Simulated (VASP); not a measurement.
Set up this calculation in VASP 6.6.1, as the native input.

* Task: single point
* Functional: LDA
* Potentials or basis: VASP PAW LDA potentials, release 64 (Pt, Fe)
* Cutoff: 520 eV
* k mesh: 10 × 10 × 7
* Occupations: fermi-dirac, width 0.05 eV
* Spin: collinear spin, ferromagnetic start
* Starting moments: [0.0, 3.0] μB
* Dipole correction: no
* Further INCAR settings: ALGO = Normal; EDIFF = 1e-06; NBANDS = 20

The structure of FePt lies in POSCAR:

```
FePt
1.0
    2.7235000000      0.0000000000      0.0000000000
    0.0000000000      2.7235000000      0.0000000000
    0.0000000000      0.0000000000      3.7200000000
Pt Fe
1 1
Direct
    0.5000000000      0.5000000000      0.5000000000
    0.0000000000      0.0000000000      0.0000000000
```

The input as run:

INCAR

```
SYSTEM = FePt
PREC     = Accurate       ! precision mode
ENCUT    = 520            ! plane-wave cutoff, eV
EDIFF    = 1E-6           ! SCF threshold, eV
ISMEAR   = -1             ! smearing method
SIGMA    = 0.05           ! smearing width, eV
LREAL    = .FALSE.        ! projectors in reciprocal space
LASPH    = .TRUE.         ! aspherical terms in the spheres
NELM     = 150            ! most SCF steps
ALGO     = Normal         ! electronic algorithm
ISIF     = 2              ! what is computed and relaxed
LWAVE    = .FALSE.        ! write WAVECAR
LCHARG   = .FALSE.        ! write CHGCAR
ISPIN    = 2              ! spin polarisation
MAGMOM   = 0 3            ! initial moments
LORBIT   = 11             ! projections on sites
LMAXMIX  = 4              ! l up to which the mixer works
NBANDS   = 20             ! bands
```

KPOINTS

```
regular mesh
0
G
  10 10 7
  0 0 0
```

Potentials or basis: VASP PAW LDA potentials, release 64 (Pt, Fe).

Launch:

```console
$ cat potpaw_LDA.64/Pt/POTCAR potpaw_LDA.64/Fe/POTCAR > POTCAR
$ mpirun -np 1 vasp_std > vasp.out
```

It gave:

| Item | Value |
| --- | --- |
| Pressure | -12.7 GPa |
| Net moment | 3.19 μB per cell |
| Site moments | Pt +0.35; Fe +2.80 μB |
| Valence electrons inside the program's atomic spheres | Pt 9.42; Fe 7.02 |

Caveat: the cell stands under tension.

Run time: 72 s on 1 thread of Oxide Virtual Turin-like Processor, on a shared host, peak memory 0.15 GiB.
